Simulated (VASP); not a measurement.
# HfAs4 (P4/mmm) in VASP: relaxation of cell and atoms with PBE

Aim: the relaxation of cell and atoms of HfAs4 with PBE.

All numbers are computed with VASP 6.6.1; they aren't measurements. Logs are shortened: lines on timing, memory, paths and dates and some standing lists are left out, and cuts for length are marked.

### Step 1. The cell of the first run

It takes space group P4/mmm (No. 123, tetragonal). The conventional cell has a = 4.528 Å, b = 4.528 Å, c = 5.585 Å, α = 90.00°, β = 90.00°, γ = 90.00°. Within 3.6 Å of Hf (site symmetry 4/mmm) lie 8 As at 2.75 Å. Within 3.3 Å of As (site symmetry 2mm) lie 6 As at 2.46 to 3.20 Å and 2 Hf at 2.75 Å.

### Step 2. Relaxation of cell and atoms, PBE

INCAR reads:

```
SYSTEM = HfAs4
PREC = Accurate
ENCUT = 600
EDIFF = 1E-6
ISMEAR = 0
SIGMA = 0.1
LREAL = .False.
LASPH = .True.
NELM = 80
ALGO = Normal
ISIF = 3
LWAVE = .False.
LCHARG = .False.
GGA = PE
IBRION = 2
NSW = 100
EDIFFG = -0.01
```

KPOINTS reads:

```
regular mesh
0
Gamma
  8 8 8
  0 0 0
```

POSCAR reads:

```
HfAs4
1.0
    4.5277259730      0.0000000000      0.0000000000
    0.0000000000      4.5277259730      0.0000000000
    0.0000000000      0.0000000000      5.5848880322
Hf As
1 4
Direct
    0.0000000000      0.0000000000      0.0000000000
    0.5000000000      0.0000000000      0.2795033025
    0.0000000000      0.5000000000      0.7204966975
    0.5000000000      0.0000000000      0.7204966975
    0.0000000000      0.5000000000      0.2795033025
```

Potentials or basis: VASP PAW PBE potentials, release 64 (Hf_pv, As).

Launch:

```
> cat potpaw_PBE.64/Hf_pv/POTCAR potpaw_PBE.64/As/POTCAR > POTCAR
> mpirun -np 1 vasp_std > vasp.out
```

OUTCAR:

```text
SYSTEM = HfAs4
   PREC = Accurate
   ENCUT = 600
   EDIFF = 1E-6
   ISMEAR = 0
   LREAL = .False.
   LASPH = .True.
   NELM = 80
   ISIF = 3
   GGA = PE
   IBRION = 2
   NSW = 100
   EDIFFG = -0.01

 ion  position               nearest neighbor table
   1  0.000  0.000  0.000-   2 2.75   3 2.75   4 2.75   5 2.75   3 2.75   5 2.75   2 2.75   4 2.75

   2  0.500  0.000  0.280-   4 2.46   1 2.75   1 2.75
   3  0.000  0.500  0.720-   5 2.46   1 2.75   1 2.75
   4  0.500  0.000  0.720-   2 2.46   1 2.75   1 2.75
   5  0.000  0.500  0.280-   3 2.46   1 2.75   1 2.75

  LATTYP: Found a simple tetragonal cell.
 ALAT       =     4.5277259730
 C/A-ratio  =     1.2334863164

  Lattice vectors:

 A1 = (   4.5277259730,   0.0000000000,   0.0000000000)
 A2 = (   0.0000000000,   4.5277259730,   0.0000000000)
 A3 = (   0.0000000000,   0.0000000000,   5.5848880322)

Analysis of symmetry for initial positions (statically):
=====================================================================
 Subroutine PRICEL returns:
 Original cell was already a primitive cell.

 Routine SETGRP: Setting up the symmetry group for a
 simple tetragonal supercell.

 Subroutine GETGRP returns: Found 16 space group operations
 (whereof 16 operations were pure point group operations)
 out of a pool of 16 trial point group operations.

The static configuration has the point symmetry D_4h.

Analysis of symmetry for dynamics (positions and initial velocities):
=====================================================================
 Subroutine PRICEL returns:
 Original cell was already a primitive cell.

 Routine SETGRP: Setting up the symmetry group for a
 simple tetragonal supercell.

 Subroutine GETGRP returns: Found 16 space group operations
 (whereof 16 operations were pure point group operations)
 out of a pool of 16 trial point group operations.

The dynamic configuration has the point symmetry D_4h.

 Subroutine INISYM returns: Found 16 space group operations
 (whereof 16 operations are pure point group operations),
 and found     1 'primitive' translations

----------------------------------------------------------------------------------------

                                     Primitive cell

  volume of cell :     114.4919

  direct lattice vectors                    reciprocal lattice vectors
     4.527725973  0.000000000  0.000000000     0.220861423  0.000000000  0.000000000
     0.000000000  4.527725973  0.000000000     0.000000000  0.220861423  0.000000000
     0.000000000  0.000000000  5.584888032     0.000000000  0.000000000  0.179054619

  length of vectors
     4.527725973  4.527725973  5.584888032     0.220861423  0.220861423  0.179054619

  position of ions in fractional coordinates (direct lattice)
     0.000000000  0.000000000  0.000000000
     0.500000000  0.000000000  0.279503302
     0.000000000  0.500000000  0.720496698
     0.500000000  0.000000000  0.720496698
     0.000000000  0.500000000  0.279503302

  ion indices of the primitive-cell ions
   primitive index   ion index
                 1           1
                 2           2
                 3           3
                 4           4
                 5           5

----------------------------------------------------------------------------------------

 KPOINTS: regular mesh

Automatic generation of k-mesh.
 Grid dimensions read from file:
 generate k-points for:    8    8    8

 Generating k-lattice:

  Cartesian coordinates                     Fractional coordinates (reciprocal lattice)
     0.027607678  0.000000000  0.000000000     0.125000000  0.000000000  0.000000000
     0.000000000  0.027607678  0.000000000     0.000000000  0.125000000  0.000000000
     0.000000000  0.000000000  0.022381827     0.000000000  0.000000000  0.125000000

  Length of vectors
     0.027607678  0.027607678  0.022381827

  Shift w.r.t. Gamma in fractional coordinates (k-lattice)
     0.000000000  0.000000000  0.000000000

 Subroutine IBZKPT returns following result:
 ===========================================

 Found     75 irreducible k-points:

 Following reciprocal coordinates:
            Coordinates               Weight
  0.000000  0.000000  0.000000      1.000000
  0.125000  0.000000  0.000000      4.000000
  0.250000  0.000000  0.000000      4.000000
  0.375000  0.000000  0.000000      4.000000
  0.500000  0.000000  0.000000      2.000000
  0.125000  0.125000  0.000000      4.000000
[... 16 lines left out ...]
  0.375000  0.125000  0.125000     16.000000
  0.500000  0.125000  0.125000      8.000000
 [... further k-points ...]
   k-points           NKPTS =     75   k-points in BZ     NKDIM =     75   number of bands    NBANDS=     19
   number of dos      NEDOS =    301   number of ions     NIONS =      5
   total plane-waves  NPLWV =  62208
   dimension x,y,z NGX =    36 NGY =   36 NGZ =   48
   dimension x,y,z NGXF=    72 NGYF=   72 NGZF=   96
   ions per type =               1   4
   NGX,Y,Z   is equivalent  to a cutoff of  13.22, 13.22, 14.29 a.u.
   NGXF,Y,Z  is equivalent  to a cutoff of  26.44, 26.44, 28.58 a.u.
 SYSTEM =  HfAs4
   PREC   = accura    normal or accurate (medium, high low for compatibility)
   ISTART =      0    job   : 0-new  1-cont  2-samecut
   ICHARG =      2    charge: 1-file 2-atom 10-const
   ISPIN  =      1    spin polarized calculation?
   LNONCOLLINEAR =      F non collinear calculations
   LSORBIT =      F    spin-orbit coupling
   LASPH  =      T    aspherical Exc in radial PAW
   ENCUT  =  600.0 eV  44.10 Ry    6.64 a.u.   9.04  9.04 11.15*2*pi/ulx,y,z
   NELM   =     80;   NELMIN=  2; NELMDL= -5     # of ELM steps
   EDIFF  = 0.1E-05   stopping-criterion for ELM
   LREAL  =      F    real-space projection
   EDIFFG = -.1E-01   stopping-criterion for IOM
   NSW    =    100    number of steps for IOM
   IBRION =      2    ionic relax: 0-MD 1-quasi-New 2-CG
   NFREE  =      1    steps in history (QN), initial steepest desc. (CG)
   ISIF   =      3    stress and relaxation
   ISYM   =      2    0-nonsym 1-usesym 2-fastsym
   POTIM  = 0.5000    time-step for ionic-motion
   TEBEG  =    0.0;   TEEND  =   0.0 temperature during run
   PSTRESS=    0.0 pullay stress
   NELECT =      30.0000    total number of electrons
   NUPDOWN=      -1.0000    fix difference up-down
   EMIN   =  10.00;   EMAX   =-10.00  energy-range for DOS
   EFERMI =   0.00;   METHOD = LEGACY
   ISMEAR =     0;   SIGMA  =   0.10  broadening in eV -4-tet -1-fermi 0-gaus
   EFERMI_NEDOS =   21; number of points for ismear=-14 and -15
   IALGO  =     38    algorithm
   IMIX   =      4    mixing-type and parameters
     AMIX     =   0.40;   BMIX     =  1.00
     AMIX_MAG =   1.60;   BMIX_MAG =  1.00
  volume/ion in A,a.u.               =      22.90       154.53
  Fermi-wavevector in a.u.,A,eV,Ry     =   1.047588  1.979653 14.931574  1.097440
  Thomas-Fermi vector in A             =   2.182474
   LORBIT       =      0    0 simple, 1 ext, 2 COOP (PROOUT), +10 PAW based schemes
   GGA     = PE    functional components
   LHFCALC =     F    Hartree Fock is set to
   AEXX    =    0.0000 exact exchange contribution
   IVDW    =     0    specifies the selected vdW correction
   LEPSILON=     F    determine dielectric tensor
   LRPA    =     F    only Hartree local field effects (RPA)
 conjugate gradient relaxation of ions
 non-spin polarized calculation
 Gauss-broadening in eV      SIGMA  =   0.10
  energy-cutoff  :      600.00
  volume of cell :      114.49
 maximum number of plane-waves:      3856
   NGX = 19   NGY = 19   NGZ = 23

--------------------------------------- Ionic step        1  -------------------------------------------

 number of electron      30.0000003 magnetization

 Free energy of the ion-electron system (eV)
  ---------------------------------------------------
  ext. energy  EPLUGINS =         0.00000000
  ---------------------------------------------------
  free energy    TOTEN  =       -29.16084454 eV

  energy without entropy =      -29.14856741  energy(sigma->0) =      -29.15470598

------------------------ aborting loop because EDIFF is reached ----------------------------------------

  FORCE on cell =-STRESS in cart. coord.  units (eV):
  Direction    XX          YY          ZZ          XY          YZ          ZX
  --------------------------------------------------------------------------------------
  -------------------------------------------------------------------------------------
  Total       -0.4315980     -0.4315980      0.4815479      0.0000000     -0.0000000      0.0000000
  in kB       -6.0396979     -6.0396979      6.7386876      0.0000000     -0.0000000      0.0000000
  external PRESSURE =      -1.7802361 kB  Pullay stress =       0.0000000 kB
[... 98 lines left out ...]
  FREE ENERGIE OF THE ION-ELECTRON SYSTEM (eV)
  ---------------------------------------------------
  free  energy   TOTEN  =       -29.1655923914 eV

  energy  without entropy=      -29.1523029518  energy(sigma->0) =      -29.15894767

[... ionic steps 4 to 7 ...]

--------------------------------------- Ionic step        8  -------------------------------------------

 number of electron      29.9999997 magnetization

------------------------ aborting loop because EDIFF is reached ----------------------------------------

  FORCE on cell =-STRESS in cart. coord.  units (eV):
  Direction    XX          YY          ZZ          XY          YZ          ZX
  --------------------------------------------------------------------------------------
  -------------------------------------------------------------------------------------
  Total        0.0284591      0.0284591      0.0565142      0.0000000      0.0000000      0.0000000
  in kB        0.4013845      0.4013845      0.7970719      0.0000000      0.0000000      0.0000000
  external PRESSURE =       0.5332803 kB  Pullay stress =       0.0000000 kB
[... 63 lines left out ...]
  energy  without entropy=      -29.1525949876  energy(sigma->0) =      -29.15944822

--------------------------------------- Ionic step       10  -------------------------------------------

 number of electron      29.9999997 magnetization

 Free energy of the ion-electron system (eV)
  ---------------------------------------------------
  ext. energy  EPLUGINS =         0.00000000
  ---------------------------------------------------
  free energy    TOTEN  =       -29.16634453 eV

  energy without entropy =      -29.15266800  energy(sigma->0) =      -29.15950626

 E-fermi :   4.6495     XC(G=0):  -9.9554

 val. band max:        4.6467699579   @ k =   0.1250   0.0000   0.1250
 cond. band min:       4.6540812649   @ k =   0.5000   0.0000   0.2500
 fundamental gap:      0.0073113070
 Fermi energy:         4.6495408569

 k-point     1 :       0.0000    0.0000    0.0000
  band No.  band energies     occupation
      1     -26.5633      2.00000
      2     -26.5137      2.00000
      3     -26.5137      2.00000
      4      -8.9609      2.00000
      5      -6.2111      2.00000
      6      -5.5833      2.00000
[... 11 lines left out ...]
     18       6.8312      0.00000
     19       6.8312      0.00000
[... 489 lines left out ...]
      3     -26.5157      2.00000
      4      -7.6865      2.00000
      5      -7.4486      2.00000
      6      -4.9152      2.00000
[... 11 lines left out ...]
     18       6.1638      0.00000
     19       6.7125      0.00000

 [... further k-points ...]

------------------------ aborting loop because EDIFF is reached ----------------------------------------

  FORCE on cell =-STRESS in cart. coord.  units (eV):
  Direction    XX          YY          ZZ          XY          YZ          ZX
  --------------------------------------------------------------------------------------
  -------------------------------------------------------------------------------------
  Total        0.0045484      0.0045484      0.0071145      0.0000000     -0.0000000      0.0000000
  in kB        0.0641201      0.0641201      0.1002965      0.0000000     -0.0000000      0.0000000
  external PRESSURE =       0.0761789 kB  Pullay stress =       0.0000000 kB
[... 20 lines left out ...]
  FREE ENERGIE OF THE ION-ELECTRON SYSTEM (eV)
  ---------------------------------------------------
  free  energy   TOTEN  =       -29.1663445288 eV

  energy  without entropy=      -29.1526679966  energy(sigma->0) =      -29.15950626

 reached required accuracy - stopping structural energy minimisation
```

It took 11 min on 1 thread of Intel Xeon 6975P-C, shared host; peak memory 0.39 GiB.

What came out:

```yaml
Free_energy: -29.1663 eV
Relaxed_volume: 22.73 Å³/atom
Relaxed_cell: a = 4.492 Å, b = 4.492 Å, c = 5.633 Å, α = 90.00°, β = 90.00°, γ = 90.00°
Space_group_after_relaxing_to_0.05_Å: P4/mmm (No. 123)
Energy_gained_by_relaxing: 1.1 meV/atom
Ionic_steps: 10
Pressure_after_relaxing: 0.0 GPa
Band_gap_on_the_k_mesh: zero (band 15 reaches 5.80 eV, above the bottom of band 16 at 3.52 eV)
```

Forces in eV/Å, atoms in the order of the input:
```
Hf   0.000  0.000  0.000
As   0.000  0.000 -0.002
As   0.000  0.000  0.002
As   0.000  0.000  0.002
As   0.000  0.000 -0.002
```

The path:
| step | energy change (eV) | largest force (eV/Å) | pressure (GPa) | volume (Å³) |
| --- | --- | --- | --- | --- |
| 1 | 0.0000 | 0.1142 | -0.18 | 114.49 |
| 2 | -0.0047 | 0.0188 | -0.06 | 114.07 |
| 3 | -0.0047 | 0.0390 | -0.04 | 114.00 |
| 4 | -0.0051 | 0.0272 | -0.01 | 113.89 |
| 5 | -0.0055 | 0.0016 | 0.05 | 113.63 |
| 6 | -0.0055 | 0.0005 | 0.03 | 113.61 |
| 7 | -0.0055 | 0.0042 | 0.06 | 113.58 |
| 8 | -0.0055 | 0.0020 | 0.05 | 113.60 |
| 9 | -0.0055 | 0.0027 | -0.08 | 113.76 |
| 10 | -0.0055 | 0.0023 | 0.01 | 113.65 |

Final structure:
```
Hf As
1.0
     4.49160    0.00000    0.00000
     0.00000    4.49160    0.00000
     0.00000    0.00000    5.63338
Hf As
1 4
Direct
  0.00000 0.00000 0.00000
  0.50000 0.00000 0.27943
  0.00000 0.50000 0.72057
  0.50000 0.00000 0.72057
  0.00000 0.50000 0.27943
```

Levels at points of the mesh, in eV from the Fermi level:
```tsv
k point	band 13	band 14	band 15	band 16	band 17	band 18
(0.00, 0.00, 0.00)	-3.21	0.22	0.92	0.92	1.03	2.18
(0.50, 0.00, 0.00)	-2.43	-2.23	-0.03	0.39	0.61	0.97
(0.50, 0.50, 0.00)	-2.49	-0.87	0.64	0.76	2.21	2.27
(0.00, 0.00, 0.50)	-2.03	-0.48	0.40	0.49	0.49	1.09
(0.50, 0.00, 0.50)	-1.59	-1.56	-1.51	-0.99	-0.72	-0.69
(0.50, 0.50, 0.50)	-2.54	-0.56	0.81	0.81	1.32	2.05
```

Caveat: spin-orbit coupling is left out, which moves the levels of the heavy elements.
